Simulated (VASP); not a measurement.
# MgO (Fm-3m) in VASP: single point with LDA

Aim: the single point of MgO with LDA.

Everything below comes from runs of VASP 6.6.1. Logs are shortened: lines on timing, memory, paths and dates and some standing lists are left out, and cuts for length are marked.

**What was measured.**

From “Electronic structure of alkaline earth and post-transition metal oxides”, 2009, arxiv:0908.1581, for a bulk crystal of MgO: band gap 7.83 eV.

How close the calculation comes is told below.

## Step 1: The cell of the first run

The structure is cubic, space group Fm-3m (No. 225). Conventional cell: a = 4.159 Å, b = 4.159 Å, c = 4.159 Å, α = 90.00°, β = 90.00°, γ = 90.00°. Mg (site symmetry m-3m) has 6 O at 2.08 Å within 2.8 Å. O (site symmetry m-3m) has 6 Mg at 2.08 Å within 2.8 Å.

## Step 2: Single point, LDA

Input file INCAR:

```
SYSTEM = MgO
PREC = Accurate
ENCUT = 840
EDIFF = 1E-6
ISMEAR = 0
SIGMA = 0.02
LREAL = .FALSE.
LASPH = .TRUE.
NELM = 120
ALGO = Normal
ISIF = 2
LWAVE = .FALSE.
LCHARG = .FALSE.
GGA = CA
NBANDS = 15
GGA_COMPAT = .FALSE.
```

Input file KPOINTS:

```
Automatic mesh
0
G
  10 10 10
  0 0 0
```

Input file POSCAR:

```
MgO
1.0
    0.0000000000      2.0795506197      2.0795506197
    2.0795506197      0.0000000000      2.0795506197
    2.0795506197      2.0795506197      0.0000000000
Mg O
1 1
Direct
    0.0000000000      0.0000000000      0.0000000000
    0.5000000000      0.5000000000      0.5000000000
```

Potentials or basis: VASP PAW LDA potentials, release 64 (Mg_sv, O).

On the command line:

```sh
$ cat potpaw_LDA.64/Mg_sv/POTCAR potpaw_LDA.64/O/POTCAR > POTCAR
$ mpirun -np 1 vasp_std > vasp.out
```

OUTCAR:

```text
SYSTEM = MgO
   PREC = Accurate
   ENCUT = 840
   EDIFF = 1E-6
   ISMEAR = 0
   LREAL = .FALSE.
   LASPH = .TRUE.
   NELM = 120
   ISIF = 2
   GGA = CA

 ion  position               nearest neighbor table
   1  0.000  0.000  0.000-   2 2.08   2 2.08   2 2.08   2 2.08   2 2.08   2 2.08
   2  0.500  0.500  0.500-   1 2.08   1 2.08   1 2.08   1 2.08   1 2.08   1 2.08

  LATTYP: Found a face centered cubic cell.
 ALAT       =     4.1591012394

  Lattice vectors:

 A1 = (   0.0000000000,   2.0795506197,   2.0795506197)
 A2 = (   2.0795506197,   0.0000000000,   2.0795506197)
 A3 = (   2.0795506197,   2.0795506197,   0.0000000000)

Analysis of symmetry for initial positions (statically):
=====================================================================
 Subroutine PRICEL returns:
 Original cell was already a primitive cell.

 Routine SETGRP: Setting up the symmetry group for a
 face centered cubic supercell.

 Subroutine GETGRP returns: Found 48 space group operations
 (whereof 48 operations were pure point group operations)
 out of a pool of 48 trial point group operations.

The static configuration has the point symmetry O_h .

Analysis of symmetry for dynamics (positions and initial velocities):
=====================================================================
 Subroutine PRICEL returns:
 Original cell was already a primitive cell.

 Routine SETGRP: Setting up the symmetry group for a
 face centered cubic supercell.

 Subroutine GETGRP returns: Found 48 space group operations
 (whereof 48 operations were pure point group operations)
 out of a pool of 48 trial point group operations.

The dynamic configuration has the point symmetry O_h .

 Subroutine INISYM returns: Found 48 space group operations
 (whereof 48 operations are pure point group operations),
 and found     1 'primitive' translations

----------------------------------------------------------------------------------------

                                     Primitive cell

  volume of cell :      17.9862

  direct lattice vectors                    reciprocal lattice vectors
     0.000000000  2.079550620  2.079550620    -0.240436561  0.240436561  0.240436561
     2.079550620  0.000000000  2.079550620     0.240436561 -0.240436561  0.240436561
     2.079550620  2.079550620  0.000000000     0.240436561  0.240436561 -0.240436561

  length of vectors
     2.940928690  2.940928690  2.940928690     0.416448340  0.416448340  0.416448340

  position of ions in fractional coordinates (direct lattice)
     0.000000000  0.000000000  0.000000000
     0.500000000  0.500000000  0.500000000

  ion indices of the primitive-cell ions
   primitive index   ion index
                 1           1
                 2           2

----------------------------------------------------------------------------------------

 KPOINTS: Automatic mesh

Automatic generation of k-mesh.
 Grid dimensions read from file:
 generate k-points for:   10   10   10

 Generating k-lattice:

  Cartesian coordinates                     Fractional coordinates (reciprocal lattice)
    -0.024043656  0.024043656  0.024043656     0.100000000  0.000000000  0.000000000
     0.024043656 -0.024043656  0.024043656     0.000000000  0.100000000  0.000000000
     0.024043656  0.024043656 -0.024043656     0.000000000  0.000000000  0.100000000

  Length of vectors
     0.041644834  0.041644834  0.041644834

  Shift w.r.t. Gamma in fractional coordinates (k-lattice)
     0.000000000  0.000000000  0.000000000

 Subroutine IBZKPT returns following result:
 ===========================================

 Found     47 irreducible k-points:

 Following reciprocal coordinates:
            Coordinates               Weight
  0.000000  0.000000  0.000000      1.000000
  0.100000  0.000000  0.000000      8.000000
  0.200000  0.000000  0.000000      8.000000
  0.300000  0.000000  0.000000      8.000000
  0.400000  0.000000  0.000000      8.000000
  0.500000  0.000000  0.000000      4.000000
[... 16 lines left out ...]
  0.300000  0.300000  0.000000      6.000000
  0.400000  0.300000  0.000000     24.000000
 [... further k-points ...]
   k-points           NKPTS =     47   k-points in BZ     NKDIM =     47   number of bands    NBANDS=     15
   number of dos      NEDOS =    301   number of ions     NIONS =      2
   total plane-waves  NPLWV =  21952
   dimension x,y,z NGX =    28 NGY =   28 NGZ =   28
   dimension x,y,z NGXF=    56 NGYF=   56 NGZF=   56
   ions per type =               1   1
   NGX,Y,Z   is equivalent  to a cutoff of  15.83, 15.83, 15.83 a.u.
   NGXF,Y,Z  is equivalent  to a cutoff of  31.66, 31.66, 31.66 a.u.
 SYSTEM =  MgO
   PREC   = accura    normal or accurate (medium, high low for compatibility)
   ISTART =      0    job   : 0-new  1-cont  2-samecut
   ICHARG =      2    charge: 1-file 2-atom 10-const
   ISPIN  =      1    spin polarized calculation?
   LNONCOLLINEAR =      F non collinear calculations
   LSORBIT =      F    spin-orbit coupling
   LASPH  =      T    aspherical Exc in radial PAW
   ENCUT  =  840.0 eV  61.74 Ry    7.86 a.u.   6.95  6.95  6.95*2*pi/ulx,y,z
   NELM   =    120;   NELMIN=  2; NELMDL= -5     # of ELM steps
   EDIFF  = 0.1E-05   stopping-criterion for ELM
   LREAL  =      F    real-space projection
   EDIFFG = 0.1E-04   stopping-criterion for IOM
   NSW    =      0    number of steps for IOM
   IBRION =     -1    ionic relax: 0-MD 1-quasi-New 2-CG
   NFREE  =      0    steps in history (QN), initial steepest desc. (CG)
   ISIF   =      2    stress and relaxation
   ISYM   =      2    0-nonsym 1-usesym 2-fastsym
   POTIM  = 0.5000    time-step for ionic-motion
   TEBEG  =    0.0;   TEEND  =   0.0 temperature during run
   PSTRESS=    0.0 pullay stress
   NELECT =      16.0000    total number of electrons
   NUPDOWN=      -1.0000    fix difference up-down
   EMIN   =  10.00;   EMAX   =-10.00  energy-range for DOS
   EFERMI =   0.00;   METHOD = LEGACY
   ISMEAR =     0;   SIGMA  =   0.02  broadening in eV -4-tet -1-fermi 0-gaus
   EFERMI_NEDOS =   21; number of points for ismear=-14 and -15
   IALGO  =     38    algorithm
   IMIX   =      4    mixing-type and parameters
     AMIX     =   0.40;   BMIX     =  1.00
     AMIX_MAG =   1.60;   BMIX_MAG =  1.00
  volume/ion in A,a.u.               =       8.99        60.69
  Fermi-wavevector in a.u.,A,eV,Ry     =   1.574473  2.975323 33.728387  2.478967
  Thomas-Fermi vector in A             =   2.675602
   LORBIT       =      0    0 simple, 1 ext, 2 COOP (PROOUT), +10 PAW based schemes
   GGA     = CA    functional components
   LHFCALC =     F    Hartree Fock is set to
   AEXX    =    0.0000 exact exchange contribution
   IVDW    =     0    specifies the selected vdW correction
   LEPSILON=     F    determine dielectric tensor
   LRPA    =     F    only Hartree local field effects (RPA)
 non-spin polarized calculation
 Gauss-broadening in eV      SIGMA  =   0.02
  energy-cutoff  :      840.00
  volume of cell :       17.99
 maximum number of plane-waves:      1010
   NGX = 13   NGY = 13   NGZ = 13

 number of electron      15.9999996 magnetization

 Free energy of the ion-electron system (eV)
  ---------------------------------------------------
  ext. energy  EPLUGINS =         0.00000000
  ---------------------------------------------------
  free energy    TOTEN  =       -13.23339756 eV

  energy without entropy =      -13.23339756  energy(sigma->0) =      -13.23339756

 E-fermi :   3.0764     XC(G=0): -12.1309

 val. band max:        2.8608439617   @ k =   0.0000   0.0000   0.0000
 cond. band min:       7.9066112684   @ k =   0.0000   0.0000   0.0000
 fundamental gap:      5.0457673066
 Fermi energy:         3.0763869882

 k-point     1 :       0.0000    0.0000    0.0000
  band No.  band energies     occupation
      1     -68.3534      2.00000
      2     -35.8098      2.00000
      3     -35.8098      2.00000
      4     -35.8098      2.00000
      5     -14.3254      2.00000
      6       2.8608      2.00000
      7       2.8608      2.00000
      8       2.8608      2.00000
      9       7.9066      0.00000
     10      18.5968      0.00000
     11      18.5968      0.00000
     12      18.5968      0.00000
     13      22.7257      0.00000
     14      24.4057      0.00000
     15      24.4057      0.00000

 k-point     2 :       0.1000    0.0000    0.0000
  band No.  band energies     occupation
      1     -68.3523      2.00000
      2     -35.8201      2.00000
      3     -35.8107      2.00000
      4     -35.8107      2.00000
      5     -14.2046      2.00000
      6       2.1954      2.00000
      7       2.7868      2.00000
      8       2.7868      2.00000
      9       8.5246      0.00000
     10      17.3618      0.00000
     11      18.8508      0.00000
     12      18.8508      0.00000
     13      23.7152      0.00000
     14      23.7152      0.00000
     15      24.4199      0.00000

 k-point     3 :       0.2000    0.0000    0.0000
  band No.  band energies     occupation
      1     -68.3496      2.00000
      2     -35.8469      2.00000
      3     -35.8135      2.00000
      4     -35.8135      2.00000
      5     -13.8714      2.00000
      6       0.8213      2.00000
      7       2.5996      2.00000
      8       2.5996      2.00000
      9       9.6932      0.00000
     10      15.8817      0.00000
     11      19.3787      0.00000
     12      19.3787      0.00000
     13      23.0315      0.00000
     14      23.0315      0.00000
     15      25.4416      0.00000
[... 343 lines left out ...]
 k-point    23 :       0.3000    0.3000    0.0000
  band No.  band energies     occupation
      1     -68.3438      2.00000
      2     -35.8715      2.00000
      3     -35.8328      2.00000
      4     -35.8328      2.00000
      5     -13.2090      2.00000
      6      -0.4237      2.00000
      7       1.8710      2.00000
      8       1.8710      2.00000
      9      11.9861      0.00000
     10      13.1366      0.00000
     11      17.4253      0.00000
     12      20.9574      0.00000
     13      20.9574      0.00000
     14      27.1196      0.00000
     15      30.7167      0.00000

 k-point    24 :       0.4000    0.3000    0.0000
  band No.  band energies     occupation
      1     -68.3414      2.00000
      2     -35.8845      2.00000
      3     -35.8396      2.00000
      4     -35.8365      2.00000
      5     -12.9318      2.00000
      6      -0.8768      2.00000
      7       1.4821      2.00000
      8       1.7156      2.00000
      9      12.5773      0.00000
     10      13.0060      0.00000
     11      16.6036      0.00000
     12      21.2277      0.00000
     13      21.4449      0.00000
     14      27.8887      0.00000
     15      30.3268      0.00000

 [... further k-points ...]

------------------------ aborting loop because EDIFF is reached ----------------------------------------

  FORCE on cell =-STRESS in cart. coord.  units (eV):
  Direction    XX          YY          ZZ          XY          YZ          ZX
  --------------------------------------------------------------------------------------
  -------------------------------------------------------------------------------------
  Total        0.0708692      0.0708692      0.0708692      0.0000000      0.0000000     -0.0000000
  in kB        6.3129086      6.3129086      6.3129086      0.0000000      0.0000000     -0.0000000
  external PRESSURE =       6.3129086 kB  Pullay stress =       0.0000000 kB

 VOLUME and BASIS-vectors are now :
 -----------------------------------------------------------------------------
  energy-cutoff  :      840.00
  volume of cell :       17.99
      direct lattice vectors                 reciprocal lattice vectors
     0.000000000  2.079550620  2.079550620    -0.240436561  0.240436561  0.240436561
     2.079550620  0.000000000  2.079550620     0.240436561 -0.240436561  0.240436561
     2.079550620  2.079550620  0.000000000     0.240436561  0.240436561 -0.240436561

 POSITION                                       TOTAL-FORCE (eV/Angst)
 -----------------------------------------------------------------------------------
      0.00000      0.00000      0.00000         0.000000     -0.000000      0.000000
      2.07955      2.07955      2.07955        -0.000000      0.000000     -0.000000
 -----------------------------------------------------------------------------------
    total drift:                                0.000000      0.000000      0.000000

  FREE ENERGIE OF THE ION-ELECTRON SYSTEM (eV)
  ---------------------------------------------------
  free  energy   TOTEN  =       -13.2333975552 eV

  energy  without entropy=      -13.2333975552  energy(sigma->0) =      -13.23339756
```

It took 19 s on 1 thread of AMD EPYC 7R13 (Zen 3), shared host; peak memory 0.12 GiB.

What came out:

```
Free energy            : -13.2334 eV
Pressure               : 0.6 GPa
Band gap on the k mesh : 5.05 eV
```

## Step 3: How close it comes

Step 2. Measured gap of MgO: 7.83 eV (quoted in “Electronic structure of alkaline earth and post-transition metal oxides”, 2009, arxiv:0908.1581). This calculation gives 5.05 eV (-2.78 eV). The value is that of LDA, without temperature or zero-point motion. Semilocal functionals fall short of measured gaps as a rule.
